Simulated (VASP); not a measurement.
W: single point with PBEsol

Crystal: W.

```
W
1.0
    -1.59730    1.59730    1.53341
     1.59730   -1.59730    1.53341
     1.59730    1.59730   -1.53341
W
1
Direct
  0.00000 0.00000 0.00000
```

This cell differs from its parent crystal: strain +0.000 along x and y, -0.040 along z.

```yaml
Program: VASP 6.6.1
Task: single point
Functional: PBEsol
Potentials_or_basis: VASP PAW PBE potentials, release 64 (W_sv)
Cutoff: 520 eV
k_mesh: 20 × 20 × 20
Occupations: gaussian, width 0.15 eV
Spin: no spin polarisation
Dipole_correction: no
Further_INCAR_settings: ALGO = Fast; EDIFF = 1e-07; NBANDS = 13
```

* Pressure: 1.8 GPa
* Band gap on the k mesh: zero (bands 7 and 8 overlap by 6.40 eV)

Stress tensor (GPa, compression positive):
```
-3.20  0.00  0.00
 0.00 -3.20  0.00
 0.00  0.00 11.79
```

Levels at points of the mesh, in eV from the Fermi level:
| k point | band 3 | band 4 | band 5 | band 6 | band 7 | band 8 | band 9 | band 10 | band 11 | band 12 |
| --- | --- | --- | --- | --- | --- | --- | --- | --- | --- | --- |
| (0.00, 0.00, 0.00) | -37.71 | -37.68 | -9.75 | -1.65 | -1.08 | -1.08 | 1.84 | 2.60 | 14.29 | 14.29 |
| (0.50, 0.00, 0.00) | -38.16 | -37.72 | -6.40 | -3.85 | 0.83 | 2.24 | 3.43 | 6.27 | 11.36 | 11.45 |
| (0.50, 0.50, 0.00) | -38.09 | -37.69 | -6.41 | -3.27 | 0.50 | 1.65 | 2.89 | 6.17 | 11.03 | 11.65 |
| (0.50, 0.50, 0.50) | -38.68 | -38.55 | -6.04 | -5.93 | 5.19 | 5.19 | 5.37 | 7.96 | 7.96 | 9.08 |

Wall time 2.8 min on 1 thread of Intel Xeon 8259CL, on a shared host, peak memory 0.23 GiB.

Caveat: the cell differs from its parent crystal (strain +0.000 along x and y, -0.040 along z); the stress differs along the axes, from -3 to 12 GPa; the PAW data sets were made with another functional, which shifts forces and pressure a little; spin-orbit coupling is left out, which moves the levels of the heavy elements.
